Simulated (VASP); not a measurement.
# Y6Ga4Pt13 (Im-3m) in VASP: single point with r2SCAN

Aim: the single point of Y6Ga4Pt13 with r2SCAN.

Everything below comes from runs of VASP 6.6.1. Logs are shortened: lines on timing, memory, paths and dates and some standing lists are left out, and cuts for length are marked.

## 1. The cell of the first run

It takes space group Im-3m (No. 229, cubic). The conventional cell has a = 9.498 Å, b = 9.498 Å, c = 9.498 Å, α = 90.00°, β = 90.00°, γ = 90.00°. Within 3.8 Å of Y (site symmetry 4mm) lie 9 Pt at 2.86 to 3.06 Å and 4 Ga at 3.39 Å and 1 Y at 3.79 Å. Within 3.4 Å of Ga (site symmetry -3m) lie 6 Pt at 2.56 Å and 6 Y at 3.39 Å. Pt (site symmetry m-3m) has 6 Y at 2.86 Å within 3.8 Å. Within 3.4 Å of Pt (site symmetry mm2) lie 2 Ga at 2.56 Å and 6 Pt at 2.75 to 3.38 Å and 4 Y at 3.05 to 3.06 Å.

## 2. Single point, r2SCAN

POSCAR reads:

```
Y6Ga4Pt13
1.0
   -4.7487728700      4.7487728700      4.7487728700
    4.7487728700     -4.7487728700      4.7487728700
    4.7487728700      4.7487728700     -4.7487728700
Y Ga Pt
6 4 13
Direct
    0.0000000000      0.3007014400      0.3007014400
    0.3007014400      0.0000000000      0.3007014400
    0.0000000000      0.6992985600      0.6992985600
    0.6992985600      0.0000000000      0.6992985600
    0.3007014400      0.3007014400      0.0000000000
    0.6992985600      0.6992985600      0.0000000000
    0.5000000000      0.5000000000      0.5000000000
    0.5000000000      0.0000000000      0.0000000000
    0.0000000000      0.0000000000      0.5000000000
    0.0000000000      0.5000000000      0.0000000000
    0.0000000000      0.0000000000      0.0000000000
    0.6436610100      0.3218305000      0.3218305000
    0.3218305000      0.0000000000      0.6781695000
    0.0000000000      0.3218305000      0.6781695000
    0.3218305000      0.6436610100      0.3218305000
    0.3563389900      0.6781695000      0.6781695000
    0.6781695000      0.3563389900      0.6781695000
    0.0000000000      0.6781695000      0.3218305000
    0.6781695000      0.0000000000      0.3218305000
    0.6781695000      0.3218305000      0.0000000000
    0.3218305000      0.3218305000      0.6436610100
    0.6781695000      0.6781695000      0.3563389900
    0.3218305000      0.6781695000      0.0000000000
```

INCAR.step1 reads:

```
ALGO = Normal
EDIFF = 1E-4
ENCUT = 520
GGA = PE
ISMEAR = -1
KPAR = 4
LASPH = True
LCHARG = False
LREAL = Auto
LWAVE = True
NBANDS = 141
NELM = 80
PREC = Accurate
SIGMA = 0.1
```

INCAR.step2 reads:

```
ALGO = Normal
EDIFF = 1E-6
ENCUT = 520
ISIF = 2
ISMEAR = -1
ISTART = 1
KPAR = 4
LASPH = True
LCHARG = False
LMIXTAU = True
LREAL = Auto
LWAVE = False
METAGGA = R2SCAN
NBANDS = 141
NELM = 80
PREC = Accurate
SIGMA = 0.1
```

KPOINTS reads:

```
k-points
0
Gamma
  5 5 5
```

Potentials or basis: VASP PAW PBE potentials, release 64 (Y_sv, Ga_d, Pt).

On the command line:

```console
$ cat potpaw_PBE.64/Y_sv/POTCAR potpaw_PBE.64/Ga_d/POTCAR potpaw_PBE.64/Pt/POTCAR > POTCAR
$ cp INCAR.step1 INCAR
$ mpirun -np 4 vasp_std > vasp.out
$ cp INCAR.step2 INCAR
$ mpirun -np 4 vasp_std > vasp.out
```

OUTCAR:

```text
EDIFF = 1E-6
   ENCUT = 520
   ISIF = 2
   ISMEAR = -1
   ISTART = 1
   LASPH = True
   LREAL = Auto
   METAGGA = R2SCAN
   NELM = 80
   PREC = Accurate

 ion  position               nearest neighbor table
   1  0.000  0.301  0.301-  11 2.86  12 3.05  16 3.05  14 3.05  18 3.05  19 3.06  20 3.06  15 3.06
                            21 3.06   7 3.39   9 3.39  10 3.39   8 3.39   3 3.79   5 4.04   4 4.04
   2  0.301  0.000  0.301-  11 2.86  15 3.05  17 3.05  13 3.05  19 3.05  18 3.06  23 3.06  12 3.06
                            21 3.06   7 3.39   8 3.39   9 3.39  10 3.39   4 3.79   5 4.04   3 4.04
   3  0.000  0.699  0.699-  11 2.86  16 3.05  12 3.05  14 3.05  18 3.05  13 3.06  23 3.06  17 3.06
                            22 3.06   8 3.39   9 3.39  10 3.39   7 3.39   1 3.79   5 4.04   4 4.04
   4  0.699  0.000  0.699-  11 2.86  17 3.05  15 3.05  13 3.05  19 3.05  14 3.06  20 3.06  16 3.06
                            22 3.06   8 3.39   9 3.39  10 3.39   7 3.39   2 3.79   5 4.04   3 4.04
   5  0.301  0.301  0.000-  11 2.86  21 3.05  22 3.05  20 3.05  23 3.05  13 3.06  14 3.06  12 3.06
                            15 3.06   7 3.39   8 3.39  10 3.39   9 3.39   6 3.79   1 4.04   2 4.04
   6  0.699  0.699  0.000-  11 2.86  22 3.05  21 3.05  20 3.05  23 3.05  18 3.06  19 3.06  16 3.06
                            17 3.06   8 3.39   9 3.39  10 3.39   7 3.39   5 3.79   3 4.04   4 4.04
   7  0.500  0.500  0.500-  12 2.56  15 2.56  16 2.56  17 2.56  21 2.56  22 2.56   3 3.39   4 3.39
                             6 3.39   5 3.39   2 3.39   1 3.39
   8  0.500  0.000  0.000-  12 2.56  16 2.56  13 2.56  19 2.56  20 2.56  23 2.56   2 3.39   4 3.39
                             5 3.39   6 3.39   1 3.39   3 3.39
   9  0.000  0.000  0.500-  21 2.56  22 2.56  18 2.56  19 2.56  13 2.56  14 2.56   2 3.39   3 3.39
                             4 3.39   5 3.39   1 3.39   6 3.39
  10  0.000  0.500  0.000-  15 2.56  17 2.56  14 2.56  18 2.56  20 2.56  23 2.56   2 3.39   3 3.39
                             5 3.39   6 3.39   1 3.39   4 3.39
  11  0.000  0.000  0.000-   1 2.86   2 2.86   3 2.86   4 2.86   5 2.86   6 2.86
  12  0.644  0.322  0.322-   8 2.56   7 2.56  19 2.75  20 2.75  17 2.75  22 2.75   1 3.05   3 3.05
                             2 3.06   5 3.06  14 3.38  18 3.38
  13  0.322  0.000  0.678-   8 2.56   9 2.56  16 2.75  21 2.75  20 2.75  18 2.75   2 3.05   4 3.05
                             3 3.06   5 3.06  15 3.38  17 3.38
  14  0.000  0.322  0.678-   9 2.56  10 2.56  17 2.75  21 2.75  19 2.75  23 2.75   1 3.05   3 3.05
                             4 3.06   5 3.06  12 3.38  16 3.38
  15  0.322  0.644  0.322-  10 2.56   7 2.56  18 2.75  23 2.75  22 2.75  16 2.75   2 3.05   4 3.05
                             1 3.06   5 3.06  13 3.38  19 3.38
  16  0.356  0.678  0.678-   8 2.56   7 2.56  13 2.75  23 2.75  21 2.75  15 2.75   3 3.05   1 3.05
                             4 3.06   6 3.06  18 3.38  14 3.38
  17  0.678  0.356  0.678-  10 2.56   7 2.56  14 2.75  20 2.75  12 2.75  21 2.75   4 3.05   2 3.05
                             3 3.06   6 3.06  19 3.38  13 3.38
  18  0.000  0.678  0.322-   9 2.56  10 2.56  15 2.75  22 2.75  20 2.75  13 2.75   1 3.05   3 3.05
                             2 3.06   6 3.06  16 3.38  12 3.38
  19  0.678  0.000  0.322-   8 2.56   9 2.56  12 2.75  22 2.75  14 2.75  23 2.75   2 3.05   4 3.05
                             1 3.06   6 3.06  17 3.38  15 3.38
  20  0.678  0.322  0.000-   8 2.56  10 2.56  12 2.75  17 2.75  13 2.75  18 2.75   5 3.05   6 3.05
                             1 3.06   4 3.06  21 3.38  22 3.38
  21  0.322  0.322  0.644-   9 2.56   7 2.56  13 2.75  14 2.75  16 2.75  17 2.75   5 3.05   6 3.05
                             1 3.06   2 3.06  20 3.38  23 3.38
  22  0.678  0.678  0.356-   9 2.56   7 2.56  18 2.75  19 2.75  12 2.75  15 2.75   6 3.05   5 3.05
                             3 3.06   4 3.06  20 3.38  23 3.38
  23  0.322  0.678  0.000-   8 2.56  10 2.56  15 2.75  16 2.75  14 2.75  19 2.75   5 3.05   6 3.05
                             2 3.06   3 3.06  21 3.38  22 3.38

  LATTYP: Found a body centered cubic cell.
 ALAT       =     9.4975457400

  Lattice vectors:

 A1 = (  -4.7487728700,   4.7487728700,   4.7487728700)
 A2 = (   4.7487728700,  -4.7487728700,   4.7487728700)
 A3 = (   4.7487728700,   4.7487728700,  -4.7487728700)

Analysis of symmetry for initial positions (statically):
=====================================================================
 Subroutine PRICEL returns:
 Original cell was already a primitive cell.

 Routine SETGRP: Setting up the symmetry group for a
 body centered cubic supercell.

 Subroutine GETGRP returns: Found 48 space group operations
 (whereof 48 operations were pure point group operations)
 out of a pool of 48 trial point group operations.

The static configuration has the point symmetry O_h .

Analysis of symmetry for dynamics (positions and initial velocities):
=====================================================================
 Subroutine PRICEL returns:
 Original cell was already a primitive cell.

 Routine SETGRP: Setting up the symmetry group for a
 body centered cubic supercell.

 Subroutine GETGRP returns: Found 48 space group operations
 (whereof 48 operations were pure point group operations)
 out of a pool of 48 trial point group operations.

[... 96 lines left out ...]

 Following reciprocal coordinates:
            Coordinates               Weight
  0.000000  0.000000  0.000000      1.000000
  0.200000  0.000000  0.000000     12.000000
  0.400000  0.000000  0.000000     12.000000
  0.200000  0.200000  0.000000     24.000000
  0.400000  0.200000  0.000000     24.000000
  0.200000  0.200000  0.200000      8.000000
 -0.200000  0.200000  0.200000      6.000000
 -0.400000  0.400000  0.200000     24.000000
 -0.400000 -0.400000  0.200000      8.000000
 -0.400000  0.400000  0.400000      6.000000
   k-points           NKPTS =     10   k-points in BZ     NKDIM =     10   number of bands    NBANDS=    141
   number of dos      NEDOS =    301   number of ions     NIONS =     23
   total plane-waves  NPLWV = 262144
   dimension x,y,z NGX =    64 NGY =   64 NGZ =   64
   dimension x,y,z NGXF=   128 NGYF=  128 NGZF=  128
   ions per type =               6   4  13
   NGX,Y,Z   is equivalent  to a cutoff of  12.94, 12.94, 12.94 a.u.
   NGXF,Y,Z  is equivalent  to a cutoff of  25.87, 25.87, 25.87 a.u.
 SYSTEM =  unknown system
   PREC   = accura    normal or accurate (medium, high low for compatibility)
   ISTART =      1    job   : 0-new  1-cont  2-samecut
   ICHARG =      0    charge: 1-file 2-atom 10-const
   ISPIN  =      1    spin polarized calculation?
   LNONCOLLINEAR =      F non collinear calculations
   LSORBIT =      F    spin-orbit coupling
   LASPH  =      T    aspherical Exc in radial PAW
   ENCUT  =  520.0 eV  38.22 Ry    6.18 a.u.  15.29 15.29 15.29*2*pi/ulx,y,z
   NELM   =     80;   NELMIN=  2; NELMDL=  0     # of ELM steps
   EDIFF  = 0.1E-05   stopping-criterion for ELM
   LREAL  =      T    real-space projection
   EDIFFG = 0.1E-04   stopping-criterion for IOM
   NSW    =      0    number of steps for IOM
   IBRION =     -1    ionic relax: 0-MD 1-quasi-New 2-CG
   NFREE  =      0    steps in history (QN), initial steepest desc. (CG)
   ISIF   =      2    stress and relaxation
   ISYM   =      2    0-nonsym 1-usesym 2-fastsym
   POTIM  = 0.5000    time-step for ionic-motion
   TEBEG  =    0.0;   TEEND  =   0.0 temperature during run
   PSTRESS=    0.0 pullay stress
   NELECT =     248.0000    total number of electrons
   NUPDOWN=      -1.0000    fix difference up-down
   EMIN   =  10.00;   EMAX   =-10.00  energy-range for DOS
   EFERMI =   0.00;   METHOD = LEGACY
   ISMEAR =    -1;   SIGMA  =   0.10  broadening in eV -4-tet -1-fermi 0-gaus
   EFERMI_NEDOS =   21; number of points for ismear=-14 and -15
   IALGO  =     38    algorithm
   IMIX   =      4    mixing-type and parameters
     AMIX     =   0.40;   BMIX     =  1.00
     AMIX_MAG =   1.60;   BMIX_MAG =  1.00
  volume/ion in A,a.u.               =      18.62       125.68
  Fermi-wavevector in a.u.,A,eV,Ry     =   1.364449  2.578435 25.330256  1.861721
  Thomas-Fermi vector in A             =   2.490764
   LORBIT       =      0    0 simple, 1 ext, 2 COOP (PROOUT), +10 PAW based schemes
   METAGGA = R2SCAN    functional components
   LHFCALC =     F    Hartree Fock is set to
   AEXX    =    0.0000 exact exchange contribution
   IVDW    =     0    specifies the selected vdW correction
   LEPSILON=     F    determine dielectric tensor
   LRPA    =     F    only Hartree local field effects (RPA)
 non-spin polarized calculation
  energy-cutoff  :      520.00
  volume of cell :      428.36
 maximum number of plane-waves:     11568
 NGX is ok and might be reduce to    64
   NGX = 31   NGY = 31   NGZ = 31

 number of electron     247.9999955 magnetization

 Free energy of the ion-electron system (eV)
  ---------------------------------------------------
  ext. energy  EPLUGINS =         0.00000000
  ---------------------------------------------------
  free energy    TOTEN  =      -864.38159427 eV

  energy without entropy =     -864.15448141  energy(sigma->0) =     -864.26803784

 E-fermi :   7.7782     XC(G=0): -12.8086

 val. band max:        7.7356923989   @ k =   0.2000   0.2000   0.0000
 cond. band min:       7.7960421115   @ k =   0.0000   0.0000   0.0000
 fundamental gap:      0.0603497125
 Fermi energy:         7.7781750553

 k-point     1 :       0.0000    0.0000    0.0000
  band No.  band energies     occupation
      1     -36.5394      2.00000
      2     -36.5309      2.00000
      3     -36.5309      2.00000
      4     -36.5274      2.00000
      5     -36.5274      2.00000
      6     -36.5274      2.00000
[... 1379 lines left out ...]
    135       9.2422      0.00000
    136       9.2557      0.00000
 [bands above 136 left out]

------------------------ aborting loop because EDIFF is reached ----------------------------------------

  FORCE on cell =-STRESS in cart. coord.  units (eV):
  Direction    XX          YY          ZZ          XY          YZ          ZX
  --------------------------------------------------------------------------------------
  -------------------------------------------------------------------------------------
  Total        0.5488363      0.5488363      0.5488363      0.0000000      0.0000000      0.0000000
  in kB        2.0528122      2.0528122      2.0528122      0.0000000      0.0000000      0.0000000
  external PRESSURE =       2.0528122 kB  Pullay stress =       0.0000000 kB

 VOLUME and BASIS-vectors are now :
 -----------------------------------------------------------------------------
  energy-cutoff  :      520.00
  volume of cell :      428.36
      direct lattice vectors                 reciprocal lattice vectors
    -4.748772870  4.748772870  4.748772870     0.000000000  0.105290359  0.105290359
     4.748772870 -4.748772870  4.748772870     0.105290359  0.000000000  0.105290359
     4.748772870  4.748772870 -4.748772870     0.105290359  0.105290359  0.000000000

 POSITION                                       TOTAL-FORCE (eV/Angst)
 -----------------------------------------------------------------------------------
      2.85593      0.00000      0.00000        -0.006636     -0.000000     -0.000000
      0.00000      2.85593      0.00000         0.000000     -0.006636     -0.000000
      6.64162      0.00000      0.00000         0.006636     -0.000000     -0.000000
      0.00000      6.64162      0.00000         0.000000      0.006636     -0.000000
      0.00000      0.00000      2.85593         0.000000     -0.000000     -0.006636
      0.00000      0.00000      6.64162         0.000000     -0.000000      0.006636
[... 15 lines left out ...]
      1.69217      1.69217      4.74877        -0.003935     -0.003935     -0.000000
      1.69217     -1.69217      4.74877        -0.003935      0.003935     -0.000000
 -----------------------------------------------------------------------------------
    total drift:                               -0.000000      0.000000      0.000000

  FREE ENERGIE OF THE ION-ELECTRON SYSTEM (eV)
  ---------------------------------------------------
  free  energy   TOTEN  =      -864.3815942702 eV

  energy  without entropy=     -864.1544814074  energy(sigma->0) =     -864.26803784
```

Wall time 27 min (4 MPI ranks of AMD EPYC 7R13 (Zen 3), shared host); peak memory 0.93 GiB.

What came out:

```
Free energy            : -864.3816 eV
Pressure               : 0.2 GPa
Largest force          : 0.007 eV/Å
Band gap on the k mesh : zero (bands 124 and 125 overlap by 0.76 eV)
```

Forces in eV/Å, atoms in the order of the input:
```
Y   -0.007  0.000  0.000
Y    0.000 -0.007  0.000
Y    0.007  0.000  0.000
Y    0.000  0.007  0.000
Y    0.000  0.000 -0.007
Y    0.000  0.000  0.007
Ga   0.000  0.000  0.000
Ga   0.000  0.000  0.000
Ga   0.000  0.000  0.000
Ga   0.000  0.000  0.000
Pt   0.000  0.000  0.000
Pt   0.000  0.004  0.004
Pt  -0.004  0.000  0.004
Pt   0.000 -0.004  0.004
Pt   0.004  0.000  0.004
Pt   0.000 -0.004 -0.004
Pt  -0.004  0.000 -0.004
Pt   0.000  0.004 -0.004
Pt   0.004  0.000 -0.004
Pt   0.004 -0.004  0.000
Pt   0.004  0.004  0.000
Pt  -0.004 -0.004  0.000
Pt  -0.004  0.004  0.000
```

Caveat: the PAW data sets were made with another functional, which shifts forces and pressure a little; spin-orbit coupling is left out, which moves the levels of the heavy elements.

The gap in the log of VASP goes by the Fermi energy; the results here count the filled bands.